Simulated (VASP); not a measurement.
**ZrC: single point with PBE**

ZrC:

```
CELL_PARAMETERS angstrom
0.00000 2.35021 2.35021
2.35021 0.00000 2.35021
2.35021 2.35021 0.00000
ATOMIC_POSITIONS crystal
Zr 0.50000 0.50000 0.50000
C 0.99202 0.99202 0.00798
```

This cell differs from its parent crystal: all C atoms moved +0.037 Å, as atom 2 towards its neighbour atom 1 (Zr) at 2.350 Å.

```yaml
Program: VASP 6.6.1
Task: single point
Functional: PBE
Potentials_or_basis: VASP PAW PBE potentials, release 64 (Zr_sv, C)
Cutoff: 520 eV
k_mesh: 18 × 18 × 18
Occupations: gaussian, width 0.15 eV
Spin: no spin polarisation
Dipole_correction: no
Further_INCAR_settings: ALGO = Normal; EDIFF = 1e-06; NBANDS = 15
```

The pressure is 1.6 GPa and the largest force is 0.262 eV/Å. The band gap on the k mesh is zero (bands 8 and 9 overlap by 1.26 eV).

Forces on the atoms (eV/Å):
```
Zr   0.000  0.000 -0.262
C    0.000  0.000  0.262
```

Stress tensor (GPa, compression positive):
```
1.43 0.00 0.00
0.00 1.43 0.00
0.00 0.00 1.79
```

Levels at points of the mesh, in eV from the Fermi level:
```csv
k point,band 6,band 7,band 8,band 9,band 10,band 11
"(0.00, 0.00, 0.00)",0.77,0.77,0.88,1.08,1.23,1.23
"(0.50, 0.00, 0.00)",-5.31,-2.95,-2.94,4.48,4.49,5.31
"(0.50, 0.50, 0.00)",-2.07,-1.78,0.04,0.04,4.44,5.65
"(0.00, 0.50, 0.50)",-2.08,-1.80,0.04,0.08,4.44,5.65
```

It took 2.2 min on 1 thread of AMD EPYC 9R45 96-Core Processor (Zen 5), with other jobs on the host, peak memory 0.28 GiB.

Caveat: the cell differs from its parent crystal (all C atoms moved +0.037 Å, as atom 2 towards its neighbour atom 1 (Zr) at 2.350 Å).
